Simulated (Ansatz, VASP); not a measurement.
## One calculation of BN, two programs

```
CELL_PARAMETERS angstrom
0.00000 1.80750 1.80750
1.80750 0.00000 1.80750
1.80750 1.80750 0.00000
ATOMIC_POSITIONS crystal
B 0.00000 0.00000 0.00000
N 0.25000 0.25000 0.25000
```

Alike in both runs: task single point; functional PBE; k mesh 12 × 12 × 12; no spin polarisation.

```csv
,VASP,Ansatz
version,VASP 6.6.1,Ansatz 0.2.0
potentials or method,"VASP PAW PBE potentials, release 64 (B, N), cutoff 520 eV","plane waves, PAW"
occupations,"gaussian, width 0.01 eV",fixed
valence electrons in the cell,8,8
```

```csv
,VASP,Ansatz,Ansatz less VASP
pressure (GPa),3.3,3.0,-0.27
```
